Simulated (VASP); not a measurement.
A run of VASP 6.6.1:

The input INCAR:

```
ALGO = Normal
EDIFF = 1E-6
EDIFFG = -0.005
ENCUT = 600
GGA = PE
IBRION = 2
ISIF = 3
ISMEAR = -1
LASPH = True
LCHARG = False
LREAL = False
LWAVE = False
NELM = 100
NSW = 40
PREC = Accurate
SIGMA = 0.02
```

File KPOINTS:

```
k-points
0
Gamma
  9 9 9
```

Contents of POSCAR:

```
HfO2
1.0
    0.0000000000      2.5488082158      2.5488082158
    2.5488082158      0.0000000000      2.5488082158
    2.5488082158      2.5488082158      0.0000000000
Hf O
1 2
Direct
    0.0000000000      0.0000000000      0.0000000000
    0.2500000000      0.2500000000      0.2500000000
    0.7500000000      0.7500000000      0.7500000000
```

Potentials or basis: VASP PAW PBE potentials, release 64 (Hf_pv, O).

Command:

```bash
$ cat potpaw_PBE.64/Hf_pv/POTCAR potpaw_PBE.64/O/POTCAR > POTCAR
$ mpirun -np 1 vasp_std > vasp.out
```

Hardware: 1 thread of Intel(R) Xeon(R) Platinum 8488C (Sapphire Rapids) (shared host).

Task: Estimate the wall time of this run.

Result: It took 54 s on 1 thread of Intel(R) Xeon(R) Platinum 8488C (Sapphire Rapids), on a shared host, peak memory 0.18 GiB. Counts: scf iterations 28, k points 35, ion steps 3.
